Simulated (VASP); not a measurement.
## Ag: single point with r2SCAN

Ag:

```xyz
1
Lattice="0.0000 2.0528 2.0528 2.0528 0.0000 2.0528 2.0528 2.0528 0.0000" Properties=species:S:1:pos:R:3 pbc="T T T"
Ag    0.0000    0.0000    0.0000
```

```json
{"Program": "VASP 6.6.1", "Task": "single point", "Functional": "r2SCAN", "Potentials or basis": "VASP PAW PBE potentials, release 64 (Ag)", "Cutoff": "520 eV", "k mesh": "34 × 34 × 34", "Occupations": "methfessel-paxton, width 0.1 eV", "Spin": "no spin polarisation", "Dipole correction": "no", "Further INCAR settings": "ALGO = Normal; EDIFF = 1e-07; NBANDS = 12"}
```

The pressure is 0.0 GPa. The band gap on the k mesh is zero (an odd number of electrons rules out a gap without spin polarisation).

Levels at points of the mesh, in eV from the Fermi level:
```csv
k point,band 3,band 4,band 5,band 6,band 7,band 8,band 9,band 10
"(0.00, 0.00, 0.00)",-5.15,-5.15,-4.13,-4.13,16.55,20.19,20.19,20.19
"(0.50, 0.00, 0.00)",-5.18,-3.34,-3.34,-0.36,3.56,15.79,18.39,18.39
"(0.50, 0.50, 0.00)",-3.37,-3.13,-3.13,1.68,6.79,10.99,10.99,17.44
```

Wall time 10 min on 1 thread of AMD EPYC 9R45 96-Core Processor (Zen 5), on a shared host, peak memory 0.29 GiB.

Caveat: the PAW data sets were made with another functional, which shifts forces and pressure a little.
